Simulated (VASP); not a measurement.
The system is ScAl5.

```xyz
6
Lattice="1.9521 -2.1115 0.0000 1.9521 2.1115 0.0000 0.0000 0.0000 11.7128" Properties=species:S:1:pos:R:3 pbc="T T T"
Sc    0.0000    0.0000    5.8564
Al    0.0000    0.0000    9.7606
Al    1.9521    0.0000    0.0000
Al    0.0000    0.0000    1.9521
Al    1.9521    0.0000    3.9043
Al    1.9521    0.0000    7.8085
```

| Item | Value |
| --- | --- |
| Program | VASP 6.6.1 |
| Task | relaxation of cell and atoms |
| Functional | PBE |
| Potentials or basis | VASP PAW PBE potentials, release 64 (Sc_sv, Al) |
| Cutoff | 600 eV |
| k mesh | 6 × 6 × 2 |
| Occupations | gaussian, width 0.1 eV |
| Spin | no spin polarisation |

At the start: pressure 9.0 GPa; volume 16.09 Å³/atom.

**Question.** Where does the relaxation end?

**Answer.** Over 9 steps the energy falls by 74.3 meV/atom and the volume is 17.49 Å³/atom (+8.7 %); space group Cmmm (No. 65, to 0.1 Å) before, P4/mmm (No. 123, to 0.1 Å).

Step by step:
| step | energy change (eV) | largest force (eV/Å) | pressure (GPa) | volume (Å³) |
| --- | --- | --- | --- | --- |
| 1 | 0.0000 | 0.8634 | 8.97 | 96.56 |
| 2 | -0.3467 | 0.3118 | -2.53 | 109.64 |
| 3 | -0.3599 | 0.3860 | -1.02 | 107.33 |
| 4 | -0.4054 | 0.3003 | -0.57 | 106.35 |
| 5 | -0.4203 | 0.2435 | -0.35 | 105.83 |
| 6 | -0.4333 | 0.1573 | 0.23 | 104.78 |
| 7 | -0.4387 | 0.1293 | -0.06 | 105.12 |
| 8 | -0.4427 | 0.0741 | -0.59 | 105.76 |
| 9 | -0.4456 | 0.0321 | -0.03 | 104.92 |

Final structure:
```
CELL_PARAMETERS angstrom
2.05394 -2.05910 0.00000
2.05394 2.05910 0.00000
0.00000 0.00000 12.40409
ATOMIC_POSITIONS crystal
Sc 0.00000 0.00000 0.50000
Al 0.00000 0.00000 0.83590
Al 0.50000 0.50000 0.00000
Al 0.00000 0.00000 0.16410
Al 0.50000 0.50000 0.32281
Al 0.50000 0.50000 0.67719
```

Caveat: the k points lie up to 0.36 Å⁻¹ apart in the final cell, too coarse for converged energies and pressures of a metal.
